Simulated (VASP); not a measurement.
Here is a VASP 6.6.1 calculation.

INCAR

```
SYSTEM = Cd
AGGAC    = 1.0          
AGGAX    = 1.0          
ALDAC    = 0.0          
ALDAX    = 1.0          
ALGO     = Normal         ! electronic algorithm
EDIFF    = 1E-6           ! SCF threshold, eV
ENCUT    = 520            ! plane-wave cutoff, eV
GGA      = B5             ! functional
ISIF     = 2              ! what is computed and relaxed
ISMEAR   = -1             ! smearing method
LASPH    = .True.         ! aspherical terms in the spheres
LCHARG   = .False.        ! write CHGCAR
LREAL    = .False.        ! projectors in reciprocal space
LWAVE    = .False.        ! write WAVECAR
NBANDS   = 19             ! bands
NELM     = 100            ! most SCF steps
PREC     = Accurate       ! precision mode
SIGMA    = 0.1            ! smearing width, eV
```

Contents of KPOINTS:

```
k-points
0
Gamma
  19 19 8
  0 0 0
```

Contents of POSCAR:

```
Cd
1.0
    3.1777629974      0.0000000000      0.0000000000
   -1.5888814987      2.7520234830      0.0000000000
    0.0000000000      0.0000000000      6.5868926730
Cd
2
Direct
    0.3333333333      0.6666666667      0.2500000000
    0.6666666667      0.3333333333      0.7500000000
```

Potentials or basis: VASP PAW PBE potentials, release 64 (Cd).

Run with:

```console
$ cat potpaw_PBE.64/Cd/POTCAR > POTCAR
$ mpirun -np 1 vasp_std > vasp.out
```

Predict the pressure.

-1.0 GPa.

What does it give for the band gap on the k mesh?

Zero (bands 12 and 13 overlap by 2.70 eV).

Stress tensor (GPa, compression positive):
```
-1.20  0.00  0.00
 0.00 -1.20  0.00
 0.00  0.00 -0.46
```

Caveat: the PAW data sets were made with another functional, which shifts forces and pressure a little.
